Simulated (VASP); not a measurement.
PC, 2 atoms in the cell. It takes space group P-6m2 (No. 187, hexagonal). Conventional cell: a = 2.792 Å, b = 2.792 Å, c = 2.669 Å, α = 90.00°, β = 90.00°, γ = 120.00°. Within 2.8 Å of P (site symmetry -6m2) lie 6 C at 2.09 Å and 8 P at 2.67 to 2.79 Å. C (site symmetry -6m2) has 6 P at 2.09 Å and 8 C at 2.67 to 2.79 Å within 2.8 Å. 

```yaml
Program: VASP 6.6.1
Task: single point
Functional: PBE
Potentials_or_basis: VASP PAW PBE potentials, release 64 (P, C)
Cutoff: 600 eV
k_mesh: 8 × 8 × 4
Occupations: gaussian, width 0.2 eV
Spin: no spin polarisation
Dipole_correction: no
Further_INCAR_settings: ALGO = Normal; EDIFF = 1e-06; NBANDS = 12
```

Potentials or basis: VASP PAW PBE potentials, release 64 (P, C).

Command:

```sh
$ cat potpaw_PBE.64/P/POTCAR potpaw_PBE.64/C/POTCAR > POTCAR
$ mpirun -np 1 vasp_std > vasp.out
```

Hardware: 1 thread of Intel(R) Xeon(R) 6975P-C (Granite Rapids), with other jobs on the host.

**Question.** Estimate the wall time of this run.

**Answer.** Wall time 2.5 s on 1 thread of Intel(R) Xeon(R) 6975P-C (Granite Rapids), on a shared host, peak memory 0.13 GiB. Counts: scf iterations 11, k points 30.
